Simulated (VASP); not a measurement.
HgTe:

```
CELL_PARAMETERS angstrom
3.03190 -3.51255 0.00000
3.03190 3.51255 0.00000
0.00000 0.00000 5.87446
ATOMIC_POSITIONS crystal
Hg 0.65695 0.34305 0.25000
Hg 0.34305 0.65695 0.75000
Te 0.21519 0.78481 0.25000
Te 0.78481 0.21519 0.75000
```

Base run:

```yaml
Program: VASP 6.6.1
Functional: PBE
Potentials_or_basis: VASP PAW PBE potentials, release 64 (Hg, Te)
Cutoff: 520 eV
k_mesh: 6 × 6 × 5
Occupations: fermi-dirac, width 0.05 eV
Spin: no spin polarisation
```

Its results: band gap on the k mesh zero (band 18 reaches 3.75 eV, above the bottom of band 19 at 1.87 eV); pressure -1.7 GPa; largest force 0.185 eV/Å.

The run is repeated on the same cell with these changes: functional from PBE to PBEsol. What comes out?

Band gap on the k mesh zero (band 18 reaches 3.61 eV, above the bottom of band 19 at 1.71 eV); pressure -4.6 GPa; largest force 0.283 eV/Å.

PBEsol binds more tightly than PBE, so the same cell stands under less pressure.

Caveats: spin-orbit coupling is left out, which moves the levels of the heavy elements; the PAW data sets were made with another functional, which shifts forces and pressure a little (some runs).
